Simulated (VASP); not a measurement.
Here is a VASP 6.6.1 calculation.

The input INCAR:

```
SYSTEM = ScTe2
ALGO = Normal
EDIFF = 1E-6
ENCUT = 520
GGA = PE
ISIF = 2
ISMEAR = 0
LASPH = .TRUE.
LCHARG = .TRUE.
LELF = .TRUE.
LREAL = .FALSE.
LVHAR = .TRUE.
LWAVE = .FALSE.
NBANDS = 18
NELM = 100
PREC = Accurate
SIGMA = 0.05
```

KPOINTS

```
k-points
0
G
  8 8 8
  0 0 0
```

The input POSCAR:

```
ScTe2
1.0
    0.0000000000      3.5863671856      3.5863671856
    3.5863671856      0.0000000000      3.5863671856
    3.5863671856      3.5863671856      0.0000000000
Sc Te
1 2
Direct
    0.0000000000      0.0000000000      0.0000000000
    0.2500000000      0.2500000000      0.2500000000
    0.7500000000      0.7500000000      0.7500000000
```

Potentials or basis: VASP PAW PBE potentials, release 64 (Sc_sv, Te).

The run is started by

```sh
$ cat potpaw_PBE.64/Sc_sv/POTCAR potpaw_PBE.64/Te/POTCAR > POTCAR
$ mpirun -np 1 vasp_std > vasp.out
```

**Question.** Predict the pressure.

**Answer.** -1.0 GPa.

**Question.** Predict the band gap on the k mesh.

**Answer.** Zero (an odd number of electrons rules out a gap without spin polarisation).

Caveat: spin-orbit coupling is left out, which moves the levels of the heavy elements.
